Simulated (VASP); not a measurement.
Nb, 7 atoms in the cell. The cell holds a slab with vacuum, 7 atoms: a = 3.271 Å, b = 2.832 Å, c = 29.876 Å, α = 90.00°, β = 90.00°, γ = 54.74°. 

```yaml
Program: VASP 6.6.1
Task: single point
Functional: PBEsol
Potentials_or_basis: VASP PAW PBE potentials, release 64 (Nb_sv)
Cutoff: 400 eV
k_mesh: 14 × 14 × 1
Occupations: methfessel-paxton, width 0.1 eV
Spin: no spin polarisation
Dipole_correction: yes
Further_INCAR_settings: ALGO = Normal; EDIFF = 1e-06; NBANDS = 54; NELMDL = -8
```

Potentials or basis: VASP PAW PBE potentials, release 64 (Nb_sv).

Run with:

```sh
$ cat potpaw_PBE.64/Nb_sv/POTCAR > POTCAR
$ mpirun -np 1 vasp_std > vasp.out
```

Hardware: 1 thread of AMD EPYC 7R43 64-Core Processor (Zen 3), on a shared host.

Q: How long does it take, and how much memory?

A: Wall time 30 min on 1 thread of AMD EPYC 7R43 64-Core Processor (Zen 3), with other jobs on the host, peak memory 0.46 GiB. Counts: scf iterations 34, k points 57.
